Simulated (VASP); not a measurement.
Mg5ZnS6: single point with PBE

Mg5ZnS6:

```
CELL_PARAMETERS angstrom
6.95689 0.00000 0.00000
-3.47844 6.02484 0.00000
0.00000 0.00000 6.47498
ATOMIC_POSITIONS crystal
Mg 0.00000 0.66984 0.00253
Mg 0.66984 0.00000 0.00253
Mg 0.33016 0.33016 0.00253
Mg 0.33333 0.66667 0.50317
Mg 0.66667 0.33333 0.50317
Zn 0.00000 0.00000 0.50436
S 0.00000 0.67679 0.38444
S 0.67679 0.00000 0.38444
S 0.32321 0.32321 0.38444
S 0.33333 0.66667 0.88414
S 0.00000 0.00000 0.87007
S 0.66667 0.33333 0.88414
```

```json
{
  "Program": "VASP 6.6.1",
  "Task": "single point",
  "Functional": "PBE",
  "Potentials or basis": "VASP PAW PBE potentials, release 64 (Mg, Zn, S)",
  "Cutoff": "520 eV",
  "k mesh": "3 × 3 × 4",
  "Occupations": "gaussian, width 0.1 eV",
  "Spin": "no spin polarisation",
  "Dipole correction": "no",
  "Further INCAR settings": "ALGO = Normal; EDIFF = 1e-06; NBANDS = 41"
}
```

```yaml
Pressure: -0.1 GPa
Largest_force: 0.018 eV/Å
Band_gap_on_the_k_mesh: 3.13 eV
```

Forces in eV/Å, atoms in the order of the input:
```
Mg   0.001 -0.002 -0.005
Mg  -0.002  0.000 -0.005
Mg   0.001  0.002 -0.005
Mg   0.000  0.000 -0.008
Mg   0.000  0.000 -0.008
Zn   0.000  0.000 -0.012
S    0.006 -0.010  0.005
S   -0.011  0.000  0.005
S    0.006  0.010  0.005
S    0.000  0.000  0.006
S    0.000  0.000  0.018
S    0.000  0.000  0.006
```

Levels at points of the mesh, in eV from the valence-band top:
```csv
k point,band 26,band 27,band 28,band 29,band 30,band 31,band 32,band 33
"(0.00, 0.00, 0.00)",-0.56,-0.05,-0.05,0.00,3.13,4.43,4.78,4.78
"(0.00, 0.00, 0.50)",-0.40,-0.40,-0.22,-0.22,4.30,4.85,5.20,5.72
```

Run time: 100 s on 1 thread of Intel(R) Xeon(R) 6975P-C (Granite Rapids), with other jobs on the host, peak memory 0.42 GiB.
